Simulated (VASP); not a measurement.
# PrBe3Si (P2/m) in VASP: further runs

The runs below take PrBe3Si through relaxation of cell and atoms, single point, with PBE.

Program: VASP 6.6.1. These are calculated values, not measurements. Logs are shortened: lines on timing, memory, paths and dates and some standing lists are left out, and cuts for length are marked.

**1. The cell of the first run**

The structure is monoclinic, space group P2/m (No. 10). The conventional cell has a = 3.843 Å, b = 3.993 Å, c = 5.013 Å, α = 90.00°, β = 107.22°, γ = 90.00°. Within 4.2 Å of Pr (site symmetry 2/m) lie 16 Be at 2.79 to 4.10 Å and 4 Si at 3.20 Å and 4 Pr at 3.84 to 3.99 Å. Be (site symmetry m) has 2 Be at 1.55 to 1.93 Å and 1 Si at 2.02 Å within 2.1 Å. Be (site symmetry 2/m) has 2 Be at 1.55 Å and 2 Si at 1.92 Å within 2.1 Å. Within 2.5 Å of Si (site symmetry 2/m) lie 4 Be at 1.92 to 2.02 Å.

The cell was generated, and may not be a known phase.

**2. Relaxation of cell and atoms, PBE**

Contents of INCAR:

```
PREC = Accurate
ENCUT = 600
EDIFF = 1E-7
ISMEAR = 0
SIGMA = 0.2
LREAL = F
LASPH = T
NELM = 200
ALGO = Normal
ISIF = 3
LWAVE = F
LCHARG = F
GGA = PE
IBRION = 2
NSW = 36
EDIFFG = -0.08
GGA_COMPAT = F
NELMIN = 4
LMAXMIX = 6
```

Contents of KPOINTS:

```
Automatic mesh
0
Gamma
  4 4 4
```

Contents of POSCAR:

```
PrBe3Si
1.0
    3.8429711800      0.0000000000      0.0000000000
    0.0000000000      3.9927916500      0.0000000000
   -1.4837637300      0.0000000000      4.7883208100
Pr Be Si
1 3 1
Direct
    0.5000000000      0.5000000000      0.0000000000
    0.9810305900      0.0000000000      0.8037847500
    0.0189694100      0.0000000000      0.1962152500
    0.0000000000      0.0000000000      0.5000000000
    0.5000000000      0.0000000000      0.5000000000
```

Potentials or basis: VASP PAW PBE potentials, release 64 (Pr_3, Be, Si), 4f in core.

Run with:

```console
$ cat potpaw_PBE.64/Pr_3/POTCAR potpaw_PBE.64/Be/POTCAR potpaw_PBE.64/Si/POTCAR > POTCAR
$ mpirun -np 1 vasp_std > vasp.out
```

OUTCAR:

```text
PREC = Accurate
   ENCUT = 600
   EDIFF = 1E-7
   ISMEAR = 0
   LREAL = F
   LASPH = T
   NELM = 200
   ISIF = 3
   GGA = PE
   IBRION = 2
   NSW = 36
   EDIFFG = -0.08
   NELMIN = 4

 ion  position               nearest neighbor table
   1  0.500  0.500  0.000-   3 2.79   3 2.79   2 2.79   2 2.79   2 3.07   3 3.07   2 3.07   3 3.07
                             5 3.20   5 3.20   5 3.20   5 3.20
   2  0.981  0.000  0.804-   4 1.55   3 1.93   5 2.02   1 2.79   1 2.79   1 3.07   1 3.07
   3  0.019  0.000  0.196-   4 1.55   2 1.93   5 2.02   1 2.79   1 2.79   1 3.07   1 3.07
   4  0.000  0.000  0.500-   2 1.55   3 1.55   5 1.92   5 1.92
   5  0.500  0.000  0.500-   4 1.92   4 1.92   2 2.02   3 2.02   1 3.20   1 3.20   1 3.20   1 3.20

  LATTYP: Found a simple monoclinic cell.
 ALAT       =     3.8429711800
 B/A-ratio  =     1.0389855825
 C/A-ratio  =     1.3044439103
 COS(beta)  =    -0.2959867115

  Lattice vectors:

 A1 = (   3.8429711800,   0.0000000000,   0.0000000000)
 A2 = (   0.0000000000,   3.9927916500,   0.0000000000)
 A3 = (  -1.4837637300,   0.0000000000,   4.7883208100)

Analysis of symmetry for initial positions (statically):
=====================================================================
 Subroutine PRICEL returns:
 Original cell was already a primitive cell.

 Routine SETGRP: Setting up the symmetry group for a
 simple monoclinic supercell.

 Subroutine GETGRP returns: Found  4 space group operations
 (whereof  4 operations were pure point group operations)
 out of a pool of  4 trial point group operations.

The static configuration has the point symmetry C_2h.

Analysis of symmetry for dynamics (positions and initial velocities):
=====================================================================
 Subroutine PRICEL returns:
 Original cell was already a primitive cell.

 Routine SETGRP: Setting up the symmetry group for a
 simple monoclinic supercell.

 Subroutine GETGRP returns: Found  4 space group operations
 (whereof  4 operations were pure point group operations)
 out of a pool of  4 trial point group operations.

The dynamic configuration has the point symmetry C_2h.

 Subroutine INISYM returns: Found  4 space group operations
 (whereof  4 operations are pure point group operations),
 and found     1 'primitive' translations

----------------------------------------------------------------------------------------

                                     Primitive cell

  volume of cell :      73.4729

  direct lattice vectors                    reciprocal lattice vectors
     3.842971180  0.000000000  0.000000000     0.260215326  0.000000000  0.080633291
     0.000000000  3.992791650  0.000000000     0.000000000  0.250451335  0.000000000
    -1.483763730  0.000000000  4.788320810     0.000000000  0.000000000  0.208841479

  length of vectors
     3.842971180  3.992791650  5.012940353     0.272421996  0.250451335  0.208841479

  position of ions in fractional coordinates (direct lattice)
     0.500000000  0.500000000  0.000000000
     0.981030590  0.000000000  0.803784750
     0.018969410  0.000000000  0.196215250
     0.000000000  0.000000000  0.500000000
     0.500000000  0.000000000  0.500000000

  ion indices of the primitive-cell ions
   primitive index   ion index
                 1           1
                 2           2
                 3           3
                 4           4
                 5           5

----------------------------------------------------------------------------------------

 KPOINTS: Automatic mesh

Automatic generation of k-mesh.
 Grid dimensions read from file:
 generate k-points for:    4    4    4

 Generating k-lattice:

  Cartesian coordinates                     Fractional coordinates (reciprocal lattice)
     0.065053832  0.000000000  0.020158323     0.250000000  0.000000000  0.000000000
     0.000000000  0.062612834  0.000000000     0.000000000  0.250000000  0.000000000
     0.000000000  0.000000000  0.052210370     0.000000000  0.000000000  0.250000000

  Length of vectors
     0.068105499  0.062612834  0.052210370

  Shift w.r.t. Gamma in fractional coordinates (k-lattice)
     0.000000000  0.000000000  0.000000000

 Subroutine IBZKPT returns following result:
 ===========================================

 Found     30 irreducible k-points:

 Following reciprocal coordinates:
            Coordinates               Weight
  0.000000  0.000000  0.000000      1.000000
  0.250000  0.000000  0.000000      2.000000
  0.500000  0.000000  0.000000      1.000000
  0.000000  0.250000  0.000000      2.000000
  0.250000  0.250000  0.000000      4.000000
  0.500000  0.250000  0.000000      2.000000
[... 16 lines left out ...]
  0.250000  0.000000  0.500000      2.000000
  0.500000  0.000000  0.500000      1.000000
 [... further k-points ...]
   k-points           NKPTS =     30   k-points in BZ     NKDIM =     30   number of bands    NBANDS=     14
   number of dos      NEDOS =    301   number of ions     NIONS =      5
   total plane-waves  NPLWV =  40960
   dimension x,y,z NGX =    32 NGY =   32 NGZ =   40
   dimension x,y,z NGXF=    64 NGYF=   64 NGZF=   80
   ions per type =               1   3   1
   NGX,Y,Z   is equivalent  to a cutoff of  13.84, 13.32, 13.27 a.u.
   NGXF,Y,Z  is equivalent  to a cutoff of  27.69, 26.65, 26.53 a.u.
 SYSTEM =  unknown system
   PREC   = accura    normal or accurate (medium, high low for compatibility)
   ISTART =      0    job   : 0-new  1-cont  2-samecut
   ICHARG =      2    charge: 1-file 2-atom 10-const
   ISPIN  =      1    spin polarized calculation?
   LNONCOLLINEAR =      F non collinear calculations
   LSORBIT =      F    spin-orbit coupling
   LASPH  =      T    aspherical Exc in radial PAW
   ENCUT  =  600.0 eV  44.10 Ry    6.64 a.u.   7.68  7.97 10.01*2*pi/ulx,y,z
   NELM   =    200;   NELMIN=  4; NELMDL= -5     # of ELM steps
   EDIFF  = 0.1E-06   stopping-criterion for ELM
   LREAL  =      F    real-space projection
   EDIFFG = -.8E-01   stopping-criterion for IOM
   NSW    =     36    number of steps for IOM
   IBRION =      2    ionic relax: 0-MD 1-quasi-New 2-CG
   NFREE  =      1    steps in history (QN), initial steepest desc. (CG)
   ISIF   =      3    stress and relaxation
   ISYM   =      2    0-nonsym 1-usesym 2-fastsym
   POTIM  = 0.5000    time-step for ionic-motion
   TEBEG  =    0.0;   TEEND  =   0.0 temperature during run
   PSTRESS=    0.0 pullay stress
   NELECT =      21.0000    total number of electrons
   NUPDOWN=      -1.0000    fix difference up-down
   EMIN   =  10.00;   EMAX   =-10.00  energy-range for DOS
   EFERMI =   0.00;   METHOD = LEGACY
   ISMEAR =     0;   SIGMA  =   0.20  broadening in eV -4-tet -1-fermi 0-gaus
   EFERMI_NEDOS =   21; number of points for ismear=-14 and -15
   IALGO  =     38    algorithm
   IMIX   =      4    mixing-type and parameters
     AMIX     =   0.40;   BMIX     =  1.00
     AMIX_MAG =   1.60;   BMIX_MAG =  1.00
  volume/ion in A,a.u.               =      14.69        99.16
  Fermi-wavevector in a.u.,A,eV,Ry     =   1.078381  2.037845 15.822293  1.162906
  Thomas-Fermi vector in A             =   2.214318
   LORBIT       =      0    0 simple, 1 ext, 2 COOP (PROOUT), +10 PAW based schemes
   GGA     = PE    functional components
   LHFCALC =     F    Hartree Fock is set to
   AEXX    =    0.0000 exact exchange contribution
   IVDW    =     0    specifies the selected vdW correction
   LEPSILON=     F    determine dielectric tensor
   LRPA    =     F    only Hartree local field effects (RPA)
 conjugate gradient relaxation of ions
 non-spin polarized calculation
 Gauss-broadening in eV      SIGMA  =   0.20
  energy-cutoff  :      600.00
  volume of cell :       73.47
 maximum number of plane-waves:      2474
 NGX is ok and might be reduce to    32
   NGX = 15   NGY = 15   NGZ = 21

--------------------------------------- Ionic step        1  -------------------------------------------

 number of electron      21.0000000 magnetization

 Free energy of the ion-electron system (eV)
  ---------------------------------------------------
  ext. energy  EPLUGINS =         0.00000000
  ---------------------------------------------------
  free energy    TOTEN  =       -16.64942233 eV

  energy without entropy =      -16.59361343  energy(sigma->0) =      -16.62151788

------------------------ aborting loop because EDIFF is reached ----------------------------------------

  FORCE on cell =-STRESS in cart. coord.  units (eV):
  Direction    XX          YY          ZZ          XY          YZ          ZX
  --------------------------------------------------------------------------------------
  -------------------------------------------------------------------------------------
  Total       13.9195068      2.5048531     22.7356706      0.0000000      0.0000000     -3.5904546
  in kB      303.5340482     54.6217779    495.7826620      0.0000000      0.0000000    -78.2948146
  external PRESSURE =     284.6461627 kB  Pullay stress =       0.0000000 kB
[... 920 lines left out ...]
  band No.  band energies     occupation
      1     -30.8507      2.00000
      2     -13.1679      2.00000
      3     -12.9204      2.00000
      4     -11.6160      2.00000
      5      -3.7730      2.00000
      6      -1.4466      2.00000
      7       0.6815      2.00000
      8       1.3476      2.00000
      9       4.2440      2.00000
     10       4.9384      0.99414
     11       6.1565      0.00000
     12       7.0768      0.00000
     13       7.4984      0.00000
     14       8.5114      0.00000

 [... further k-points ...]

[... ionic steps 4 to 28 ...]

--------------------------------------- Ionic step       29  -------------------------------------------

 number of electron      21.0000000 magnetization

------------------------ aborting loop because EDIFF is reached ----------------------------------------

  FORCE on cell =-STRESS in cart. coord.  units (eV):
  Direction    XX          YY          ZZ          XY          YZ          ZX
  --------------------------------------------------------------------------------------
  -------------------------------------------------------------------------------------
  Total        0.0146530      0.0299947      0.5591142      0.0000000      0.0000000      0.5640613
  in kB        0.2790536      0.5712241     10.6478718      0.0000000      0.0000000     10.7420856
  external PRESSURE =       3.8327165 kB  Pullay stress =       0.0000000 kB
[... 63 lines left out ...]
  energy  without entropy=      -20.2444038693  energy(sigma->0) =      -20.26661409

--------------------------------------- Ionic step       31  -------------------------------------------

 number of electron      21.0000000 magnetization

 Free energy of the ion-electron system (eV)
  ---------------------------------------------------
  ext. energy  EPLUGINS =         0.00000000
  ---------------------------------------------------
  free energy    TOTEN  =       -20.29202491 eV

  energy without entropy =      -20.24788978  energy(sigma->0) =      -20.26995734

 E-fermi :   4.2486     XC(G=0):  -9.7752

 val. band max:        4.2365840591   @ k =   0.0000   0.0000   0.5000
 cond. band min:       4.2822978946   @ k =  -0.2500   0.2500   0.2500
 fundamental gap:      0.0457138355
 Fermi energy:         4.2486264432

 k-point     1 :       0.0000    0.0000    0.0000
  band No.  band energies     occupation
      1     -31.6351      2.00000
      2     -13.6853      2.00000
      3     -13.6161      2.00000
      4     -12.8277      2.00000
      5      -4.9733      2.00000
      6      -0.0912      2.00000
      7      -0.0282      2.00000
      8       2.0644      2.00000
      9       2.1974      2.00000
     10       3.8258      1.99721
     11       4.2313      1.09766
     12       6.6838      0.00000
[... 425 lines left out ...]
  FREE ENERGIE OF THE ION-ELECTRON SYSTEM (eV)
  ---------------------------------------------------
  free  energy   TOTEN  =       -20.2920249057 eV

  energy  without entropy=      -20.2478897842  energy(sigma->0) =      -20.26995734

 reached required accuracy - stopping structural energy minimisation
```

Wall time 9.9 min (1 thread of Intel Xeon Platinum 8488C (Sapphire Rapids), shared host); peak memory 0.25 GiB.

What came out:

```yaml
Free_energy: -20.2920 eV
Relaxed_volume: 16.79 Å³/atom
Relaxed_cell: a = 4.684 Å, b = 3.251 Å, c = 5.977 Å, α = 90.00°, β = 112.70°, γ = 90.00°
Space_group_after_relaxing_to_0.1_Å: P2/m (No. 10)
Energy_gained_by_relaxing: 728.5 meV/atom
Ionic_steps: 31
Pressure_after_relaxing: 0.1 GPa
Largest_force_after_relaxing: 0.024 eV/Å
Band_gap_on_the_k_mesh: zero (an odd number of electrons rules out a gap without spin polarisation)
```

Forces on the atoms (eV/Å):
```
Pr   0.000  0.000  0.000
Be   0.013  0.000  0.020
Be  -0.013  0.000 -0.020
Be   0.000  0.000  0.000
Si   0.000  0.000  0.000
```

Step by step:
```tsv
step	energy change (eV)	largest force (eV/Å)	pressure (GPa)	volume (Å³)
1	0.0000	6.4390	28.46	73.47
2	-1.5682	6.1706	-2.83	103.99
3	-2.6078	2.7899	4.16	89.25
4	-3.0033	0.9745	-2.92	98.14
5	-3.0060	1.0031	-2.42	97.30
6	-3.1547	0.7582	-0.98	94.90
7	-3.1945	0.7379	0.50	93.06
8	-3.2526	0.2922	0.21	92.92
9	-3.2666	0.3794	0.07	92.80
10	-3.3028	0.0850	-0.40	92.84
11	-3.3100	0.1093	-0.70	92.85
12	-3.3347	0.1644	-0.35	91.41
13	-3.4379	0.4425	0.83	86.96
14	-3.1086	1.1229	5.47	77.53
15	-3.4458	0.5088	1.18	85.95
16	-3.4472	0.5350	1.33	85.50
17	-3.4510	0.5476	1.35	85.30
18	-3.4588	0.5874	1.41	84.69
19	-3.4562	0.6740	1.58	83.45
20	-3.4608	0.6201	1.46	84.22
21	-3.4697	0.6136	1.35	84.30
22	-3.4944	0.5941	1.00	84.56
23	-3.5361	0.5561	0.33	85.06
24	-3.5878	0.4876	-0.89	86.03
25	-3.5703	0.3743	-2.89	87.85
26	-3.6003	0.4365	-1.70	86.72
27	-3.6160	0.3739	-1.12	85.95
28	-3.6318	0.2749	0.24	84.30
29	-3.6319	0.2708	0.38	84.13
30	-3.6394	0.1536	0.26	84.05
31	-3.6426	0.0242	0.14	83.96
```

Final structure:
```
CELL_PARAMETERS angstrom
4.67969 0.00000 -0.19610
0.00000 3.25097 0.00000
-2.07348 0.00000 5.60596
ATOMIC_POSITIONS crystal
Pr 0.50000 0.50000 0.00000
Be 0.91622 0.00000 0.81664
Be 0.08378 0.00000 0.18336
Be 0.00000 0.00000 0.50000
Si 0.50000 0.00000 0.50000
```

Levels at points of the mesh, in eV from the Fermi level:
```tsv
k point	band 7	band 8	band 9	band 10	band 11	band 12	band 13	band 14
(0.00, 0.00, 0.00)	-4.28	-2.18	-2.05	-0.42	-0.02	2.44	2.87	4.16
(0.50, 0.00, 0.00)	-3.14	-2.95	-1.03	-0.63	1.27	2.43	2.47	3.64
(0.00, 0.50, 0.00)	-3.54	-2.29	-1.95	-1.35	-0.68	0.45	1.21	1.42
(0.50, 0.50, 0.00)	-3.46	-3.00	-1.57	-1.50	-0.44	1.26	1.60	3.21
(0.00, 0.00, 0.50)	-3.29	-2.03	-1.70	-0.71	-0.01	2.10	2.69	4.55
(0.50, 0.00, 0.50)	-3.83	-3.17	-0.54	-0.27	1.25	2.16	2.74	3.98
(0.00, 0.50, 0.50)	-3.24	-2.20	-2.14	-1.72	0.27	0.98	1.77	1.99
(0.50, 0.50, 0.50)	-3.54	-2.63	-1.72	-1.49	-1.07	0.97	0.98	3.55
```

Caveat: the k points lie up to 0.48 Å⁻¹ apart in the final cell, too coarse for converged energies and pressures of a metal; a cell axis changed by over 15 % at a fixed basis, so the end point is rough; spin-orbit coupling is left out, which moves the levels of the heavy elements; the 4f electrons are frozen in the core, so they carry no moment and show no levels. Spin polarisation is off, so any magnetic state and its effect on volume and gap are missing.

(Continued in part 2 of 2.)

The gap in the log of VASP goes by the Fermi energy; the results here count the filled bands.